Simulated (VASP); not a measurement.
# AgBiTeSe (P4/mmm) in VASP: further runs

The runs below take AgBiTeSe through single point, with PBE.

Everything below comes from runs of VASP 6.6.1. Logs are shortened: lines on timing, memory, paths and dates and some standing lists are left out, and cuts for length are marked.

## Step 1: The cell of the first run

Symmetry: P4/mmm, No. 123, tetragonal system. The conventional cell has a = 4.202 Å, b = 4.202 Å, c = 6.292 Å, α = 90.00°, β = 90.00°, γ = 90.00°. Ag (site symmetry 4/mmm) has 4 Te at 2.97 Å and 2 Se at 3.15 Å within 3.9 Å. Bi (site symmetry 4/mmm) has 4 Se at 2.97 Å and 2 Te at 3.15 Å within 3.9 Å. Te (site symmetry 4/mmm) has 4 Ag at 2.97 Å and 2 Bi at 3.15 Å within 3.9 Å. Within 3.9 Å of Se (site symmetry 4/mmm) lie 4 Bi at 2.97 Å and 2 Ag at 3.15 Å.

## Step 2: Single point, PBE

Contents of INCAR:

```
PREC = Accurate
ENCUT = 520
EDIFF = 1E-7
ISMEAR = 0
SIGMA = 0.1
LREAL = F
LASPH = T
NELM = 80
ALGO = Normal
ISIF = 2
LWAVE = F
LCHARG = T
GGA = PE
LELF = T
LVHAR = T
ISYM = 0
NBANDS = 27
```

Contents of KPOINTS:

```
Automatic mesh
0
Gamma
  1 1 2
  0.98 0.49 0.7
```

Contents of POSCAR:

```
AgBiTeSe
1.0
    4.2021930000      0.0000000000      0.0000000000
    0.0000000000      4.2021930000      0.0000000000
    0.0000000000      0.0000000000      6.2922500000
Ag Bi Te Se
1 1 1 1
Direct
    0.0000000000      0.0000000000      0.0000000000
    0.5000000000      0.5000000000      0.5000000000
    0.5000000000      0.5000000000      0.0000000000
    0.0000000000      0.0000000000      0.5000000000
```

Potentials or basis: VASP PAW PBE potentials, release 64 (Ag, Bi_d, Te, Se).

Command:

```
$ cat potpaw_PBE.64/Ag/POTCAR potpaw_PBE.64/Bi_d/POTCAR potpaw_PBE.64/Te/POTCAR potpaw_PBE.64/Se/POTCAR > POTCAR
$ mpirun -np 1 vasp_std > vasp.out
```

OUTCAR:

```text
PREC = Accurate
   ENCUT = 520
   EDIFF = 1E-7
   ISMEAR = 0
   LREAL = F
   LASPH = T
   NELM = 80
   ISIF = 2
   GGA = PE
   ISYM = 0

 ion  position               nearest neighbor table
   1  0.000  0.000  0.000-   3 2.97   3 2.97   3 2.97   3 2.97   4 3.15   4 3.15
   2  0.500  0.500  0.500-   4 2.97   4 2.97   4 2.97   4 2.97   3 3.15   3 3.15
   3  0.500  0.500  0.000-   1 2.97   1 2.97   1 2.97   1 2.97   2 3.15   2 3.15
   4  0.000  0.000  0.500-   2 2.97   2 2.97   2 2.97   2 2.97   1 3.15   1 3.15

IMPORTANT INFORMATION: All symmetrisations will be switched off!
NOSYMM: (Re-)initialisation of all symmetry stuff for point group C_1.

----------------------------------------------------------------------------------------

                                     Primitive cell

  volume of cell :     111.1112

  direct lattice vectors                    reciprocal lattice vectors
     4.202193000  0.000000000  0.000000000     0.237970983  0.000000000  0.000000000
     0.000000000  4.202193000  0.000000000     0.000000000  0.237970983  0.000000000
     0.000000000  0.000000000  6.292250000     0.000000000  0.000000000  0.158925663

  length of vectors
     4.202193000  4.202193000  6.292250000     0.237970983  0.237970983  0.158925663

  position of ions in fractional coordinates (direct lattice)
     0.000000000  0.000000000  0.000000000
     0.500000000  0.500000000  0.500000000
     0.500000000  0.500000000  0.000000000
     0.000000000  0.000000000  0.500000000

  ion indices of the primitive-cell ions
   primitive index   ion index
                 1           1
                 2           2
                 3           3
                 4           4

----------------------------------------------------------------------------------------

 KPOINTS: Automatic mesh

Automatic generation of k-mesh.
 Grid dimensions read from file:
 generate k-points for:    1    1    2

 Generating k-lattice:

  Cartesian coordinates                     Fractional coordinates (reciprocal lattice)
     0.237970983  0.000000000  0.000000000     1.000000000  0.000000000  0.000000000
     0.000000000  0.237970983  0.000000000     0.000000000  1.000000000  0.000000000
     0.000000000  0.000000000  0.079462831     0.000000000  0.000000000  0.500000000

  Length of vectors
     0.237970983  0.237970983  0.079462831

  Shift w.r.t. Gamma in fractional coordinates (k-lattice)
     0.980000000  0.490000000  0.700000000

 Subroutine IBZKPT returns following result:
 ===========================================

 Found     16 irreducible k-points:

 Following reciprocal coordinates:
            Coordinates               Weight
 -0.020000  0.490000 -0.150000      2.000000
 -0.490000 -0.020000 -0.150000      2.000000
  0.020000 -0.490000 -0.150000      2.000000
  0.490000  0.020000 -0.150000      2.000000
  0.020000  0.490000  0.150000      2.000000
  0.490000 -0.020000  0.150000      2.000000
[... 8 lines left out ...]
 -0.020000 -0.490000 -0.350000      2.000000
 -0.490000  0.020000 -0.350000      2.000000
   k-points           NKPTS =     16   k-points in BZ     NKDIM =     16   number of bands    NBANDS=     27
   number of dos      NEDOS =    301   number of ions     NIONS =      4
   total plane-waves  NPLWV =  49152
   dimension x,y,z NGX =    32 NGY =   32 NGZ =   48
   dimension x,y,z NGXF=    64 NGYF=   64 NGZF=   96
   ions per type =               1   1   1   1
   NGX,Y,Z   is equivalent  to a cutoff of  12.66, 12.66, 12.68 a.u.
   NGXF,Y,Z  is equivalent  to a cutoff of  25.32, 25.32, 25.36 a.u.
 SYSTEM =  unknown system
   PREC   = accura    normal or accurate (medium, high low for compatibility)
   ISTART =      0    job   : 0-new  1-cont  2-samecut
   ICHARG =      2    charge: 1-file 2-atom 10-const
   ISPIN  =      1    spin polarized calculation?
   LNONCOLLINEAR =      F non collinear calculations
   LSORBIT =      F    spin-orbit coupling
   LASPH  =      T    aspherical Exc in radial PAW
   ENCUT  =  520.0 eV  38.22 Ry    6.18 a.u.   7.81  7.81 11.70*2*pi/ulx,y,z
   NELM   =     80;   NELMIN=  2; NELMDL= -5     # of ELM steps
   EDIFF  = 0.1E-06   stopping-criterion for ELM
   LREAL  =      F    real-space projection
   EDIFFG = 0.1E-05   stopping-criterion for IOM
   NSW    =      0    number of steps for IOM
   IBRION =     -1    ionic relax: 0-MD 1-quasi-New 2-CG
   NFREE  =      0    steps in history (QN), initial steepest desc. (CG)
   ISIF   =      2    stress and relaxation
   ISYM   =      0    0-nonsym 1-usesym 2-fastsym
   POTIM  = 0.5000    time-step for ionic-motion
   TEBEG  =    0.0;   TEEND  =   0.0 temperature during run
   PSTRESS=    0.0 pullay stress
   NELECT =      38.0000    total number of electrons
   NUPDOWN=      -1.0000    fix difference up-down
   EMIN   =  10.00;   EMAX   =-10.00  energy-range for DOS
   EFERMI =   0.00;   METHOD = LEGACY
   ISMEAR =     0;   SIGMA  =   0.10  broadening in eV -4-tet -1-fermi 0-gaus
   EFERMI_NEDOS =   21; number of points for ismear=-14 and -15
   IALGO  =     38    algorithm
   IMIX   =      4    mixing-type and parameters
     AMIX     =   0.40;   BMIX     =  1.00
     AMIX_MAG =   1.60;   BMIX_MAG =  1.00
  volume/ion in A,a.u.               =      27.78       187.45
  Fermi-wavevector in a.u.,A,eV,Ry     =   1.144854  2.163460 17.833024  1.310690
  Thomas-Fermi vector in A             =   2.281544
   LORBIT       =      0    0 simple, 1 ext, 2 COOP (PROOUT), +10 PAW based schemes
   GGA     = PE    functional components
   LHFCALC =     F    Hartree Fock is set to
   AEXX    =    0.0000 exact exchange contribution
   IVDW    =     0    specifies the selected vdW correction
   LEPSILON=     F    determine dielectric tensor
   LRPA    =     F    only Hartree local field effects (RPA)
 non-spin polarized calculation
 Gauss-broadening in eV      SIGMA  =   0.10
  energy-cutoff  :      520.00
  volume of cell :      111.11
 maximum number of plane-waves:      2997
   NGX = 15   NGY = 15   NGZ = 23

 number of electron      38.0000007 magnetization

 Free energy of the ion-electron system (eV)
  ---------------------------------------------------
  ext. energy  EPLUGINS =         0.00000000
  ---------------------------------------------------
  free energy    TOTEN  =        -7.69305157 eV

  energy without entropy =       -7.67021949  energy(sigma->0) =       -7.68163553

 E-fermi :   5.9347     XC(G=0):  -9.7882

 val. band max:        5.8361637344   @ k =   0.4900  -0.0200  -0.3500
 cond. band min:       6.0394969479   @ k =  -0.0200  -0.4900  -0.3500
 fundamental gap:      0.2033332135
 Fermi energy:         5.9346858756

 k-point     1 :      -0.0200    0.4900   -0.1500
  band No.  band energies     occupation
      1     -17.3993      2.00000
      2     -17.3975      2.00000
      3     -17.3260      2.00000
      4     -17.3200      2.00000
      5     -17.3187      2.00000
      6      -6.3179      2.00000
[... 19 lines left out ...]
     26      11.6771      0.00000
     27      13.5165      0.00000

 k-point     2 :      -0.4900   -0.0200   -0.1500
  band No.  band energies     occupation
      1     -17.3993      2.00000
      2     -17.3975      2.00000
      3     -17.3260      2.00000
      4     -17.3200      2.00000
      5     -17.3187      2.00000
      6      -6.3179      2.00000
[... 19 lines left out ...]
     26      11.6771      0.00000
     27      13.5165      0.00000

 k-point     3 :       0.0200   -0.4900   -0.1500
  band No.  band energies     occupation
      1     -17.3993      2.00000
      2     -17.3975      2.00000
      3     -17.3260      2.00000
      4     -17.3200      2.00000
      5     -17.3187      2.00000
      6      -6.3179      2.00000
[... 19 lines left out ...]
     26      11.6771      0.00000
     27      13.5165      0.00000

 k-point     4 :       0.4900    0.0200   -0.1500
  band No.  band energies     occupation
      1     -17.3993      2.00000
      2     -17.3975      2.00000
      3     -17.3260      2.00000
      4     -17.3200      2.00000
      5     -17.3187      2.00000
      6      -6.3179      2.00000
[... 19 lines left out ...]
     26      11.6771      0.00000
     27      13.5165      0.00000

 k-point     5 :       0.0200    0.4900    0.1500
  band No.  band energies     occupation
      1     -17.3993      2.00000
      2     -17.3975      2.00000
      3     -17.3260      2.00000
      4     -17.3200      2.00000
      5     -17.3187      2.00000
      6      -6.3179      2.00000
[... 19 lines left out ...]
     26      11.6771      0.00000
     27      13.5165      0.00000

 k-point     6 :       0.4900   -0.0200    0.1500
  band No.  band energies     occupation
      1     -17.3993      2.00000
      2     -17.3975      2.00000
      3     -17.3260      2.00000
      4     -17.3200      2.00000
      5     -17.3187      2.00000
      6      -6.3179      2.00000
[... 204 lines left out ...]
      1     -17.3993      2.00000
      2     -17.3975      2.00000
      3     -17.3261      2.00000
      4     -17.3201      2.00000
      5     -17.3183      2.00000
      6      -6.0212      2.00000
[... 19 lines left out ...]
     26      11.8763      0.00000
     27      14.4355      0.00000

 k-point    14 :       0.4900   -0.0200   -0.3500
  band No.  band energies     occupation
      1     -17.3993      2.00000
      2     -17.3975      2.00000
      3     -17.3261      2.00000
      4     -17.3201      2.00000
      5     -17.3183      2.00000
      6      -6.0212      2.00000
[... 19 lines left out ...]
     26      11.8763      0.00000
     27      14.4272      0.00000

 k-point    15 :      -0.0200   -0.4900   -0.3500
  band No.  band energies     occupation
      1     -17.3993      2.00000
      2     -17.3975      2.00000
      3     -17.3261      2.00000
      4     -17.3201      2.00000
      5     -17.3183      2.00000
      6      -6.0212      2.00000
[... 19 lines left out ...]
     26      11.8763      0.00000
     27      14.4277      0.00000

 k-point    16 :      -0.4900    0.0200   -0.3500
  band No.  band energies     occupation
      1     -17.3993      2.00000
      2     -17.3975      2.00000
      3     -17.3261      2.00000
      4     -17.3201      2.00000
      5     -17.3183      2.00000
      6      -6.0212      2.00000
[... 19 lines left out ...]
     26      11.8763      0.00000
     27      14.4273      0.00000

------------------------ aborting loop because EDIFF is reached ----------------------------------------

  FORCE on cell =-STRESS in cart. coord.  units (eV):
  Direction    XX          YY          ZZ          XY          YZ          ZX
  --------------------------------------------------------------------------------------
  -------------------------------------------------------------------------------------
  Total       13.2250478     13.2250502     -6.9155517     -0.0000007      0.0000015      0.0000018
  in kB      190.6996395    190.6996748    -99.7193538     -0.0000103      0.0000218      0.0000253
  external PRESSURE =      93.8933202 kB  Pullay stress =       0.0000000 kB

 VOLUME and BASIS-vectors are now :
 -----------------------------------------------------------------------------
  energy-cutoff  :      520.00
  volume of cell :      111.11
      direct lattice vectors                 reciprocal lattice vectors
     4.202193000  0.000000000  0.000000000     0.237970983  0.000000000  0.000000000
     0.000000000  4.202193000  0.000000000     0.000000000  0.237970983  0.000000000
     0.000000000  0.000000000  6.292250000     0.000000000  0.000000000  0.158925663

 POSITION                                       TOTAL-FORCE (eV/Angst)
 -----------------------------------------------------------------------------------
      0.00000      0.00000      0.00000        -0.000000     -0.000000      0.000001
      2.10110      2.10110      3.14613         0.000000     -0.000001      0.000000
      2.10110      2.10110      0.00000        -0.000000      0.000000      0.000000
      0.00000      0.00000      3.14613        -0.000000      0.000000     -0.000001
 -----------------------------------------------------------------------------------
    total drift:                               -0.000001      0.000000     -0.000002

  FREE ENERGIE OF THE ION-ELECTRON SYSTEM (eV)
  ---------------------------------------------------
  free  energy   TOTEN  =        -7.6930515722 eV

  energy  without entropy=       -7.6702194858  energy(sigma->0) =       -7.68163553
```

Run time: 64 s. Hardware: 1 thread of AMD EPYC 7R13 (Zen 3), shared host; peak memory 0.21 GiB.

Results:

* Free energy: -7.6931 eV
* Pressure: 9.4 GPa
* Band gap on the k mesh: 0.20 eV, direct

Stress tensor (GPa, compression positive):
```
19.07  0.00  0.00
 0.00 19.07  0.00
 0.00  0.00 -9.97
```

Caveat: the k points lie up to 1.50 Å⁻¹ apart; spin-orbit coupling is left out, which moves the levels of the heavy elements. A k mesh can miss the band edges.

(Continued in part 2 of 2.)
